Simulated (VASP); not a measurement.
ZrS2: single point with LDA

ZrS2:

```xyz
3
Lattice="3.5951 0.0000 0.0000 -1.7976 3.1135 0.0000 0.0000 0.0000 5.6551" Properties=species:S:1:pos:R:3 pbc="T T T"
Zr    0.0000    0.0000    0.0000
S     1.7976    1.0378    4.2033
S     0.0000    2.0757    1.4518
```

```json
{"Program": "VASP 6.6.1", "Task": "single point", "Functional": "LDA", "Potentials or basis": "VASP PAW LDA potentials, release 64 (Zr_sv, S)", "Cutoff": "500 eV", "k mesh": "12 × 12 × 6", "Occupations": "fermi-dirac, width 0.05 eV", "Spin": "no spin polarisation", "Dipole correction": "no", "Further INCAR settings": "ALGO = Normal; EDIFF = 1e-06; NBANDS = 19"}
```

```
Pressure               : 0.1 GPa
Largest force          : 0.021 eV/Å
Band gap on the k mesh : 0.47 eV (least direct gap 1.30 eV)
```

Forces in eV/Å, atoms in the order of the input:
```
Zr   0.000  0.000  0.000
S    0.000  0.000 -0.021
S    0.000  0.000  0.021
```

Levels at points of the mesh, in eV from the valence-band top:
```
           k point  band 8  band 9  band 10  band 11  band 12  band 13  band 14  band 15  band 16  band 17
(0.00, 0.00, 0.00)   -3.09   -3.09    -0.23    -0.23     0.00     1.30     1.30     1.99     4.66     4.66
(0.50, 0.00, 0.00)   -2.94   -2.87    -2.75    -2.30    -1.52     0.71     3.20     3.57     5.81     5.81
(0.00, 0.00, 0.50)   -3.02   -3.02    -2.36    -0.46    -0.46     1.24     1.24     2.46     5.28     5.28
(0.50, 0.00, 0.50)   -3.78   -3.01    -2.66    -1.07    -0.87     0.47     3.18     3.56     5.03     5.25
```

Wall time 43 s on 1 thread of Intel(R) Xeon(R) 6975P-C (Granite Rapids) (shared host), peak memory 0.22 GiB.

A k mesh can miss the band edges.
